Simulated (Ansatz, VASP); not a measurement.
ZrSe2: VASP beside Ansatz

```
Zr Se
1.0
     3.79800    0.00000    0.00000
    -1.89900    3.28916    0.00000
     0.00000    0.00000    6.19200
Zr Se
1 2
Direct
  0.00000 0.00000 0.00000
  0.33333 0.66667 0.25000
  0.66667 0.33333 0.75000
```

Alike in both runs: task relaxation of cell and atoms; functional PBE; dispersion D3(BJ); k mesh 6 × 6 × 3; no spin polarisation.

```csv
,VASP,Ansatz
version,VASP 6.6.1,Ansatz 0.2.0
potentials or method,"VASP PAW PBE potentials, release 64 (Zr_sv, Se), cutoff 500 eV","plane waves, PAW"
occupations,"gaussian, width 0.01 eV",fixed
valence electrons in the cell,24,44
```

Ansatz gave:

* relaxed volume (Å³/atom): 24.43
* relaxed cell length with the largest relative difference (Å): 3.747

**Question.** What did VASP give for the same quantities?

**Answer.** Relaxed volume (Å³/atom): 24.44; relaxed cell length with the largest relative difference (Å): 3.748.

VASP's potentials hold 24 valence electrons a cell and Ansatz's 44, so a difference there can come from the potentials and not from the codes. Ansatz's warnings: metallic iterate.
